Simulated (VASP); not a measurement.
Wanted: the native input for a VASP 6.6.1 run.

```yaml
Task: single point
Functional: PBEsol
Potentials_or_basis: VASP PAW PBE potentials, release 64 (Ba_sv, Ti_sv, O)
Cutoff: 520 eV
k_mesh: 8 × 8 × 8
Occupations: gaussian, width 0.02 eV
Spin: no spin polarisation
Dipole_correction: no
Further_INCAR_settings: ALGO = Normal; EDIFF = 1e-06; NBANDS = 28
```

The structure of BaTiO3 lies in POSCAR:

```
BaTiO3
1.0
    3.9554885124      0.0000000000      0.0000000000
    0.0000000000      3.9554885124      0.0000000000
    0.0000000000      0.0000000000      3.9227184213
Ba Ti O
1 1 3
Direct
    0.5000000000      0.5000000000      0.5751964848
    0.0000000000      0.0000000000      0.0819688562
    0.0000000000      0.5000000000      0.0684603812
    0.5000000000      0.0000000000      0.0684603812
    0.0000000000      0.0000000000      0.5659108864
```

This cell differs from its parent crystal: strain along c alone, the other axes held: -3.0 %, then relaxed in part.

These files were run (other wordings do the same):

INCAR

```
SYSTEM = BaTiO3
ALGO = Normal
EDIFF = 1E-6
ENCUT = 520
GGA = PS
ISIF = 2
ISMEAR = 0
LASPH = .TRUE.
LCHARG = .FALSE.
LREAL = .FALSE.
LWAVE = .FALSE.
NBANDS = 28
NELM = 100
PREC = Accurate
SIGMA = 0.02
```

KPOINTS

```
k-points
0
G
  8 8 8
  0 0 0
```

Potentials or basis: VASP PAW PBE potentials, release 64 (Ba_sv, Ti_sv, O).

Run with:

```bash
$ cat potpaw_PBE.64/Ba_sv/POTCAR potpaw_PBE.64/Ti_sv/POTCAR potpaw_PBE.64/O/POTCAR > POTCAR
$ mpirun -np 1 vasp_std > vasp.out
```

It gave:

The pressure is 6.0 GPa, the largest force is 0.019 eV/Å and the band gap on the k mesh is 1.79 eV (least direct gap 1.91 eV).

Caveat: the cell differs from its parent crystal (strain along c alone, the other axes held: -3.0 %, then relaxed in part); the cell stands under pressure; the PAW data sets were made with another functional, which shifts forces and pressure a little; spin-orbit coupling is left out, which moves the levels of the heavy elements.

Run time: 2.4 min on 1 thread of AMD EPYC 7R43 64-Core Processor (Zen 3) (shared host), peak memory 0.22 GiB.
